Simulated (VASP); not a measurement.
# Li3ZrN2 (P-6m2) in VASP: a series of runs

Li3ZrN2 is run at these levels: PBE; tasks: single point, relaxation of cell and atoms.

Everything below comes from runs of VASP 6.6.1. Logs are shortened: lines on timing, memory, paths and dates and some standing lists are left out, and cuts for length are marked.

### 1 The cell of the first run

Symmetry: P-6m2, No. 187, hexagonal system. Conventional cell: a = 3.445 Å, b = 3.445 Å, c = 8.415 Å, α = 90.00°, β = 90.00°, γ = 120.00°. Li (site symmetry 3m) has 3 N at 1.99 Å and 1 Li at 2.18 Å within 2.6 Å. Within 3.0 Å of Li (site symmetry -6m2) lie 2 Li at 2.18 Å and 6 N at 2.95 Å. Within 2.7 Å of Zr (site symmetry -6m2) lie 2 N at 2.03 Å. Within 2.6 Å of N (site symmetry 3m) lie 3 Li at 1.99 Å and 1 Zr at 2.03 Å.

The cell was built from a structure type or drawn by symmetry, and may not be a known phase.

### 2 Single point, PBE

Contents of INCAR:

```
ALGO     = Normal         # electronic algorithm
EDIFF    = 1E-6           # SCF threshold, eV
ENCUT    = 520            # plane-wave cutoff, eV
GGA      = PE             # functional
ISIF     = 2              # what is computed and relaxed
ISMEAR   = 0              # smearing method
LASPH    = T              # aspherical terms in the spheres
LCHARG   = F              # write CHGCAR
LREAL    = F              # projectors in reciprocal space
LWAVE    = F              # write WAVECAR
NBANDS   = 24             # bands
NELM     = 60             # most SCF steps
PREC     = Accurate       # precision mode
SIGMA    = 0.1            # smearing width, eV
```

Contents of KPOINTS:

```
k-points
0
Gamma
  12 12 6
```

Contents of POSCAR:

```
Li3ZrN2
1.0
    3.4446626685      0.0000000000      0.0000000000
   -1.7223313342      2.9831653784      0.0000000000
    0.0000000000      0.0000000000      8.4153818654
Li Zr N
3 1 2
Direct
    0.6666666667      0.3333333333      0.7590401210
    0.6666666667      0.3333333333      0.2409598790
    0.6666666667      0.3333333333      0.5000000000
    0.3333333333      0.6666666667      0.0000000000
    0.3333333333      0.6666666667      0.2414884271
    0.3333333333      0.6666666667      0.7585115729
```

Potentials or basis: VASP PAW PBE potentials, release 64 (Li_sv, Zr_sv, N).

On the command line:

```sh
> cat potpaw_PBE.64/Li_sv/POTCAR potpaw_PBE.64/Zr_sv/POTCAR potpaw_PBE.64/N/POTCAR > POTCAR
> mpirun -np 1 vasp_std > vasp.out
```

OUTCAR:

```text
EDIFF = 1E-6
   ENCUT = 520
   GGA = PE
   ISIF = 2
   ISMEAR = 0
   LASPH = T
   LREAL = F
   NELM = 60
   PREC = Accurate

 ion  position               nearest neighbor table
   1  0.667  0.333  0.759-   6 1.99   6 1.99   6 1.99   3 2.18   4 2.84   4 2.84   4 2.84
   2  0.667  0.333  0.241-   5 1.99   5 1.99   5 1.99   3 2.18   4 2.84   4 2.84   4 2.84
   3  0.667  0.333  0.500-   1 2.18   2 2.18
   4  0.333  0.667  0.000-   5 2.03   6 2.03   1 2.84   2 2.84   1 2.84   2 2.84   1 2.84   2 2.84

   5  0.333  0.667  0.241-   2 1.99   2 1.99   2 1.99   4 2.03
   6  0.333  0.667  0.759-   1 1.99   1 1.99   1 1.99   4 2.03

  LATTYP: Found a hexagonal cell.
 ALAT       =     3.4446626685
 C/A-ratio  =     2.4430206018

  Lattice vectors:

 A1 = (   3.4446626685,   0.0000000000,   0.0000000000)
 A2 = (  -1.7223313342,   2.9831653784,   0.0000000000)
 A3 = (   0.0000000000,   0.0000000000,   8.4153818654)

Analysis of symmetry for initial positions (statically):
=====================================================================
 Subroutine PRICEL returns:
 Original cell was already a primitive cell.

 Routine SETGRP: Setting up the symmetry group for a
 hexagonal supercell.

 Subroutine GETGRP returns: Found 12 space group operations
 (whereof 12 operations were pure point group operations)
 out of a pool of 24 trial point group operations.

The static configuration has the point symmetry D_3h.

Analysis of symmetry for dynamics (positions and initial velocities):
=====================================================================
 Subroutine PRICEL returns:
 Original cell was already a primitive cell.

 Routine SETGRP: Setting up the symmetry group for a
 hexagonal supercell.

 Subroutine GETGRP returns: Found 12 space group operations
 (whereof 12 operations were pure point group operations)
 out of a pool of 24 trial point group operations.

The dynamic configuration has the point symmetry D_3h.

 Subroutine INISYM returns: Found 12 space group operations
 (whereof 12 operations are pure point group operations),
 and found     1 'primitive' translations

----------------------------------------------------------------------------------------

                                     Primitive cell

  volume of cell :      86.4765

  direct lattice vectors                    reciprocal lattice vectors
     3.444662668  0.000000000  0.000000000     0.290304188  0.167607201  0.000000000
    -1.722331334  2.983165378  0.000000000     0.000000000  0.335214403  0.000000000
     0.000000000  0.000000000  8.415381865     0.000000000  0.000000000  0.118830021

  length of vectors
     3.444662668  3.444662668  8.415381865     0.335214403  0.335214403  0.118830021

  position of ions in fractional coordinates (direct lattice)
     0.666666667  0.333333333  0.759040121
     0.666666667  0.333333333  0.240959879
     0.666666667  0.333333333  0.500000000
     0.333333333  0.666666667  0.000000000
     0.333333333  0.666666667  0.241488427
     0.333333333  0.666666667  0.758511573

  ion indices of the primitive-cell ions
   primitive index   ion index
                 1           1
                 2           2
                 3           3
                 4           4
                 5           5
                 6           6

----------------------------------------------------------------------------------------

 KPOINTS: k-points

Automatic generation of k-mesh.
 Grid dimensions read from file:
 generate k-points for:   12   12    6

 Generating k-lattice:

  Cartesian coordinates                     Fractional coordinates (reciprocal lattice)
     0.024192016  0.013967267  0.000000000     0.083333333  0.000000000  0.000000000
     0.000000000  0.027934534  0.000000000     0.000000000  0.083333333  0.000000000
     0.000000000  0.000000000  0.019805003     0.000000000  0.000000000  0.166666667

  Length of vectors
     0.027934534  0.027934534  0.019805003

  Shift w.r.t. Gamma in fractional coordinates (k-lattice)
     0.000000000  0.000000000  0.000000000

 Subroutine IBZKPT returns following result:
 ===========================================

 Found     76 irreducible k-points:

 Following reciprocal coordinates:
            Coordinates               Weight
  0.000000  0.000000  0.000000      1.000000
  0.083333  0.000000  0.000000      6.000000
  0.166667  0.000000  0.000000      6.000000
  0.250000  0.000000  0.000000      6.000000
  0.333333  0.000000  0.000000      6.000000
  0.416667 -0.000000  0.000000      6.000000
[... 16 lines left out ...]
  0.250000  0.000000  0.166667     12.000000
  0.333333  0.000000  0.166667     12.000000
 [... further k-points ...]
   k-points           NKPTS =     76   k-points in BZ     NKDIM =     76   number of bands    NBANDS=     24
   number of dos      NEDOS =    301   number of ions     NIONS =      6
   total plane-waves  NPLWV =  50176
   dimension x,y,z NGX =    28 NGY =   28 NGZ =   64
[... 76 lines left out ...]
      5     -23.3948      2.00000
      6     -23.2966      2.00000
[... 16 lines left out ...]
     23       9.3685      0.00000
     24      12.5959      0.00000

 k-point     2 :       0.0833    0.0000    0.0000
  band No.  band energies     occupation
      1     -45.2964      2.00000
      2     -44.6781      2.00000
      3     -40.9696      2.00000
      4     -40.9673      2.00000
      5     -23.3912      2.00000
      6     -23.3227      2.00000
[... 16 lines left out ...]
     23       9.6724      0.00000
     24      12.5654      0.00000

 k-point     3 :       0.1667    0.0000    0.0000
  band No.  band energies     occupation
      1     -45.2891      2.00000
      2     -44.6777      2.00000
      3     -40.9685      2.00000
      4     -40.9665      2.00000
      5     -23.3932      2.00000
      6     -23.3812      2.00000
[... 16 lines left out ...]
     23      10.2416      0.00000
     24      11.4614      0.00000

 k-point     4 :       0.2500    0.0000    0.0000
  band No.  band energies     occupation
      1     -45.2792      2.00000
      2     -44.6771      2.00000
      3     -40.9671      2.00000
      4     -40.9654      2.00000
      5     -23.4881      2.00000
      6     -23.3674      2.00000
[... 16 lines left out ...]
     23      10.2192      0.00000
     24      10.6892      0.00000

 k-point     5 :       0.3333    0.0000    0.0000
  band No.  band energies     occupation
      1     -45.2692      2.00000
      2     -44.6764      2.00000
      3     -40.9656      2.00000
      4     -40.9642      2.00000
      5     -23.5815      2.00000
      6     -23.3644      2.00000
[... 16 lines left out ...]
     23       9.3757      0.00000
     24      10.8025      0.00000

 k-point     6 :       0.4167   -0.0000    0.0000
  band No.  band energies     occupation
      1     -45.2619      2.00000
      2     -44.6760      2.00000
      3     -40.9645      2.00000
      4     -40.9634      2.00000
      5     -23.6489      2.00000
      6     -23.3808      2.00000
[... 16 lines left out ...]
     23       9.7097      0.00000
     24      10.4870      0.00000
[... 379 lines left out ...]
 k-point    21 :       0.0833    0.0000    0.1667
  band No.  band energies     occupation
      1     -45.2964      2.00000
      2     -44.6781      2.00000
      3     -40.9694      2.00000
      4     -40.9675      2.00000
      5     -23.3912      2.00000
      6     -23.3227      2.00000
[... 16 lines left out ...]
     23       9.5433      0.00000
     24      12.4922      0.00000

 k-point    22 :       0.1667    0.0000    0.1667
  band No.  band energies     occupation
      1     -45.2891      2.00000
      2     -44.6777      2.00000
      3     -40.9684      2.00000
      4     -40.9666      2.00000
      5     -23.3932      2.00000
      6     -23.3812      2.00000
[... 16 lines left out ...]
     23      10.1464      0.00000
     24      11.5149      0.00000

 k-point    23 :       0.2500    0.0000    0.1667
  band No.  band energies     occupation
      1     -45.2792      2.00000
      2     -44.6771      2.00000
      3     -40.9670      2.00000
      4     -40.9655      2.00000
      5     -23.4881      2.00000
      6     -23.3674      2.00000
[... 16 lines left out ...]
     23      10.3293      0.00000
     24      10.6376      0.00000

 k-point    24 :       0.3333    0.0000    0.1667
  band No.  band energies     occupation
      1     -45.2692      2.00000
      2     -44.6764      2.00000
      3     -40.9655      2.00000
      4     -40.9643      2.00000
      5     -23.5815      2.00000
      6     -23.3644      2.00000
[... 16 lines left out ...]
     23       9.4391      0.00000
     24      10.7797      0.00000

 [... further k-points ...]

------------------------ aborting loop because EDIFF is reached ----------------------------------------

  FORCE on cell =-STRESS in cart. coord.  units (eV):
  Direction    XX          YY          ZZ          XY          YZ          ZX
  --------------------------------------------------------------------------------------
  -------------------------------------------------------------------------------------
  Total        0.0084283      0.0084283      0.1057457      0.0000000      0.0000000      0.0000000
  in kB        0.1561537      0.1561537      1.9591845      0.0000000      0.0000000      0.0000000
  external PRESSURE =       0.7571640 kB  Pullay stress =       0.0000000 kB

 VOLUME and BASIS-vectors are now :
 -----------------------------------------------------------------------------
  energy-cutoff  :      520.00
  volume of cell :       86.48
      direct lattice vectors                 reciprocal lattice vectors
     3.444662668  0.000000000  0.000000000     0.290304188  0.167607201  0.000000000
    -1.722331334  2.983165378  0.000000000     0.000000000  0.335214403  0.000000000
     0.000000000  0.000000000  8.415381865     0.000000000  0.000000000  0.118830021

 POSITION                                       TOTAL-FORCE (eV/Angst)
 -----------------------------------------------------------------------------------
      1.72233      0.99439      6.38761         0.000000     -0.000000     -0.009284
      1.72233      0.99439      2.02777         0.000000     -0.000000      0.009284
      1.72233      0.99439      4.20769        -0.000000     -0.000000      0.000000
     -0.00000      1.98878      0.00000         0.000000     -0.000000      0.000000
     -0.00000      1.98878      2.03222        -0.000000      0.000000      0.033549
     -0.00000      1.98878      6.38316        -0.000000      0.000000     -0.033549
 -----------------------------------------------------------------------------------
    total drift:                                0.000001     -0.000001     -0.000000

  FREE ENERGIE OF THE ION-ELECTRON SYSTEM (eV)
  ---------------------------------------------------
  free  energy   TOTEN  =       -30.8035482586 eV

  energy  without entropy=      -30.7803452951  energy(sigma->0) =      -30.79194678
```

Run time: 2.6 min. Hardware: 1 thread of Intel Xeon Platinum 8259CL at 2.50GHz (Skylake/Cascade Lake), shared host; peak memory 0.31 GiB.

Results:

```yaml
Free_energy: -30.8035 eV
Largest_force: 0.034 eV/Å
Band_gap_on_the_k_mesh: zero (an odd number of electrons rules out a gap without spin polarisation)
```

Forces in eV/Å, atoms in the order of the input:
```
Li   0.000  0.000 -0.009
Li   0.000  0.000  0.009
Li   0.000  0.000  0.000
Zr   0.000  0.000  0.000
N    0.000  0.000  0.034
N    0.000  0.000 -0.034
```

Caveat: the cutoff is under 1.25 times the usual one of these potentials, so pressure, stress and relaxed cells hold a basis-set (Pulay) error.

### 3 Single point, PBE, collinear spin

This run uses another cell than the first one, of 14.21 Å³/atom.

Contents of INCAR:

```
SYSTEM = Li3ZrN2
PREC = Accurate
ENCUT = 520
EDIFF = 1E-6
ISMEAR = 0
SIGMA = 0.1
LREAL = .False.
LASPH = .True.
NELM = 150
ALGO = Normal
ISIF = 2
LWAVE = .False.
LCHARG = .False.
ISPIN = 2
MAGMOM = 0 0 0 1 0 0
LORBIT = 11
LMAXMIX = 4
GGA = PE
NBANDS = 28
```

Contents of KPOINTS:

```
regular mesh
0
Gamma
  6 6 2
  0 0 0
```

Contents of POSCAR:

```
Li3ZrN2
1.0
    3.4434874215      0.0000000000      0.0000000000
   -1.7217437107      2.9821475846      0.0000000000
    0.0000000000      0.0000000000      8.3013751444
Li Zr N
3 1 2
Direct
    0.6666666667      0.3333333333      0.7592119448
    0.6666666667      0.3333333333      0.2407880552
    0.6666666667      0.3333333333      0.5000000000
    0.3333333333      0.6666666667      0.0000000000
    0.3333333333      0.6666666667      0.2449083002
    0.3333333333      0.6666666667      0.7550916998
```

Potentials or basis: VASP PAW PBE potentials, release 64 (Li_sv, Zr_sv, N).

On the command line:

```sh
> cat potpaw_PBE.64/Li_sv/POTCAR potpaw_PBE.64/Zr_sv/POTCAR potpaw_PBE.64/N/POTCAR > POTCAR
> mpirun -np 1 vasp_std > vasp.out
```

It took 97 s on 1 thread of Intel Xeon Platinum 8259CL at 2.50GHz (Skylake/Cascade Lake), shared host; peak memory 0.27 GiB.

Results (log left out):

```
Free energy                                           : -30.8014 eV
Largest force                                         : 0.034 eV/Å
Net moment                                            : 0.25 μB per cell
Site moments                                          : Li +0.00, -0.00 (each value once); Zr +0.05; N +0.05 μB
Valence electrons inside the program's atomic spheres : Li 2.14, 2.04 (each value once); Zr 9.92; N 3.60
```

Forces on the atoms (eV/Å):
```
Li   0.000  0.000 -0.012
Li   0.000  0.000  0.012
Li   0.000  0.000  0.000
Zr   0.000  0.000  0.000
N    0.000  0.000  0.034
N    0.000  0.000 -0.034
```

Levels at points of the mesh, in eV from the Fermi level:
Spin up:
| k point | band 12 | band 13 | band 14 | band 15 | band 16 | band 17 | band 18 | band 19 | band 20 | band 21 |
| --- | --- | --- | --- | --- | --- | --- | --- | --- | --- | --- |
| (0.00, 0.00, 0.00) | -0.77 | -0.73 | -0.73 | 0.05 | 0.05 | 1.56 | 1.56 | 2.35 | 4.99 | 5.26 |
| (0.50, 0.00, 0.00) | -2.12 | -1.43 | -1.13 | -0.66 | 0.21 | 2.50 | 2.58 | 3.93 | 4.68 | 4.81 |
| (0.00, 0.00, 0.50) | -1.81 | -0.75 | -0.75 | 0.07 | 0.07 | 1.56 | 1.56 | 3.03 | 5.23 | 5.23 |
| (0.50, 0.00, 0.50) | -1.93 | -1.46 | -1.13 | -0.61 | -0.48 | 2.00 | 2.85 | 4.55 | 4.68 | 4.69 |
Spin down:
| k point | band 12 | band 13 | band 14 | band 15 | band 16 | band 17 | band 18 | band 19 |
| --- | --- | --- | --- | --- | --- | --- | --- | --- |
| (0.00, 0.00, 0.00) | -0.73 | -0.64 | -0.64 | 0.16 | 0.16 | 1.65 | 1.65 | 2.36 |
| (0.50, 0.00, 0.00) | -2.05 | -1.34 | -1.01 | -0.56 | 0.26 | 2.57 | 2.63 | 3.96 |
| (0.00, 0.00, 0.50) | -1.79 | -0.65 | -0.65 | 0.19 | 0.19 | 1.65 | 1.65 | 3.05 |
| (0.50, 0.00, 0.50) | -1.88 | -1.38 | -1.01 | -0.50 | -0.44 | 2.02 | 2.96 | 4.57 |

Caveat: the k points lie up to 0.38 Å⁻¹ apart; the cutoff is under 1.25 times the usual one of these potentials, so pressure, stress and relaxed cells hold a basis-set (Pulay) error.

### 4 Relaxation of cell and atoms, PBE

This run uses another cell than the first one, of 14.21 Å³/atom.

Contents of INCAR:

```
PREC = Accurate ; ENCUT = 600
EDIFF = 1E-6 ; ISMEAR = 0
SIGMA = 0.1 ; LREAL = F
LASPH = T ; NELM = 80
ALGO = Normal ; ISIF = 3
LWAVE = F ; LCHARG = F
GGA = PE ; IBRION = 2
NSW = 100 ; EDIFFG = -0.01
```

Contents of KPOINTS:

```
regular mesh
0
Gamma
  12 12 6
```

POSCAR is that of step 3.

On the command line:

```sh
> cat potpaw_PBE.64/Li_sv/POTCAR potpaw_PBE.64/Zr_sv/POTCAR potpaw_PBE.64/N/POTCAR > POTCAR
> mpirun -np 1 vasp_std > vasp.out
```

Wall time 12 min (1 thread of Intel Xeon Platinum 8259CL at 2.50GHz (Skylake/Cascade Lake), shared host); peak memory 0.34 GiB.

It converged, with:

- Free energy: -30.8051 eV
- Relaxed volume: 14.36 Å³/atom
- Relaxed cell: a = 3.441 Å, b = 3.441 Å, c = 8.401 Å, α = 90.00°, β = 90.00°, γ = 120.00°
- Space group after relaxing (to 0.1 Å): P-6m2 (No. 187)
- Energy gained by relaxing: 0.6 meV/atom
- Ionic steps: 11
- Pressure after relaxing: 0.0 GPa
- Band gap on the k mesh: zero (an odd number of electrons rules out a gap without spin polarisation)

Step by step:
| step | energy change (eV) | largest force (eV/Å) | pressure (GPa) | volume (Å³) |
| --- | --- | --- | --- | --- |
| 1 | 0.0000 | 0.0621 | 0.35 | 85.25 |
| 2 | -0.0012 | 0.1196 | -0.13 | 85.63 |
| 3 | -0.0012 | 0.1157 | -0.11 | 85.62 |
| 4 | -0.0025 | 0.0718 | -0.07 | 85.73 |
| 5 | -0.0031 | 0.0273 | -0.03 | 85.86 |
| 6 | -0.0031 | 0.0355 | -0.02 | 85.89 |
| 7 | -0.0033 | 0.0253 | 0.01 | 85.88 |
| 8 | -0.0034 | 0.0177 | 0.05 | 85.88 |
| 9 | -0.0035 | 0.0111 | 0.10 | 85.96 |
| 10 | -0.0035 | 0.0141 | 0.10 | 85.97 |
| 11 | -0.0036 | 0.0006 | 0.01 | 86.14 |

Final structure:
```
CELL_PARAMETERS angstrom
3.44097 0.00000 0.00000
-1.72048 2.97996 0.00000
0.00000 0.00000 8.40082
ATOMIC_POSITIONS crystal
Li 0.66667 0.33333 0.75856
Li 0.66667 0.33333 0.24144
Li 0.66667 0.33333 0.50000
Zr 0.33333 0.66667 0.00000
N 0.33333 0.66667 0.24222
N 0.33333 0.66667 0.75778
```

Levels at points of the mesh, in eV from the Fermi level:
```csv
k point,band 13,band 14,band 15,band 16,band 17,band 18,band 19
"(0.00, 0.00, 0.00)",-0.66,-0.66,0.12,0.12,1.56,1.56,2.14
"(0.50, 0.00, 0.00)",-1.37,-1.12,-0.59,0.23,2.48,2.59,3.79
"(0.00, 0.00, 0.50)",-0.68,-0.68,0.15,0.15,1.56,1.56,2.86
"(0.50, 0.00, 0.50)",-1.40,-1.12,-0.54,-0.43,1.98,2.88,4.40
```

Caveat: the cutoff is under 1.25 times the usual one of these potentials, so pressure, stress and relaxed cells hold a basis-set (Pulay) error.

### 5 Summary

| task | spin | cell | k mesh | cutoff (eV) | gap on the mesh (eV) | largest force (eV/Å) |
| --- | --- | --- | --- | --- | --- | --- |
| single point | off | a = 3.445, b = 3.445, c = 8.415 Å, angles 90.0, 90.0, 120.0°, 6 atoms, atomic positions A | 12 × 12 × 6 | 520 | none | 0.03 |
| single point | collinear | a = 3.443, b = 3.443, c = 8.301 Å, angles 90.0, 90.0, 120.0°, 6 atoms, atomic positions B | 6 × 6 × 2 | 520 | none | 0.03 |
| relaxation of cell and atoms | off | relaxed from a = 3.443, b = 3.443, c = 8.301 Å, angles 90.0, 90.0, 120.0°, 6 atoms, atomic positions B | 12 × 12 × 6 | 600 | none | - |

Alike in all rows: level PBE; potentials or basis VASP PAW PBE potentials, release 64 (Li_sv, Zr_sv, N); smearing gaussian 0.1 eV.

Caveats: some runs use coarse meshes; the cutoff is under 1.25 times the usual one of these potentials, so pressure, stress and relaxed cells hold a basis-set (Pulay) error.

Absolute energies hang on the potentials; compare differences alone.
